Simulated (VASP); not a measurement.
Runs of VASP 6.6.1 on Bi. The structure is that of space group Im-3m (No. 229), or close to it. The cells are those of the table. This isn't the form of Bi at room conditions, which is rhombohedral.

```tsv
task	cell	gap on the mesh (eV)	pressure (GPa)
relaxation of cell and atoms	relaxed to 30 GPa from a = 3.568 Å, angles 109.5°, 1 atom	none	30.0
relaxation of cell and atoms	relaxed from a = 3.568 Å, angles 109.5°, 1 atom	none	0.0
relaxation of cell and atoms	relaxed to 15 GPa from a = 3.568 Å, angles 109.5°, 1 atom	none	15.0
single point	a = 3.203 Å, angles 109.5°, 1 atom	none	14.9
single point	a = 3.392 Å, angles 109.5°, 1 atom	none	(a)
```

Alike in all rows: level PBEsol; potentials or basis VASP PAW PBE potentials, release 64 (Bi_d); no spin polarisation; k mesh 9 × 9 × 9; cutoff (eV) 500; smearing fermi-dirac 0.1 eV.

Problem. Fill in the values left out.

Solution. (a) -0.1.

Caveats: the PAW data sets were made with another functional, which shifts forces and pressure a little; spin-orbit coupling is left out, which moves the levels of the heavy elements; the cell is relaxed towards a set pressure, so the run minimises the enthalpy, not the energy (at least some runs); the cell stands under pressure (at least some runs).

A k mesh can miss the band edges, and the runs leave out spin-orbit coupling on Bi.

A gap of «none» marks levels without a gap at the run's occupations.
